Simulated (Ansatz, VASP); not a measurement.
**SnSe: VASP beside Ansatz**

```
Sn Se
1.0
     4.18989    0.00000    0.00000
     0.00000    4.18989    0.00000
     0.00000    0.00000   10.97965
Sn Se
2 2
Cartesian
  2.0949 0.0000 4.1521
  0.0000 2.0949 6.8276
  2.0949 0.0000 6.8269
  0.0000 2.0949 4.1527
```

Alike in both runs: functional LDA; k mesh 6 × 6 × 2; no spin polarisation.

Ansatz relaxed the structure, and its values are those at the end. VASP's run is a single point on that final structure, the one shown.

|  | VASP | Ansatz |
| --- | --- | --- |
| version | VASP 6.6.1 | Ansatz 0.2.0 |
| potentials or method | VASP PAW LDA potentials, release 64 (Sn_d, Se) | plane waves, PAW |
| plane-wave cutoff (eV) | 520 | 420 |
| occupations | gaussian, width 0.01 eV | fixed |
| valence electrons in the cell | 40 | 60 |

Ansatz gave:

| Quantity | Value |
| --- | --- |
| rms of the force components (eV/Å) | 0.001 |

Which values does VASP return?

rms of the force components (eV/Å): 0.014.

LDA's correlation is that of Perdew and Zunger in VASP and of Perdew and Wang (1992) in Ansatz. VASP's potentials hold 40 valence electrons a cell and Ansatz's 60, so a difference there can come from the potentials and not from the codes.
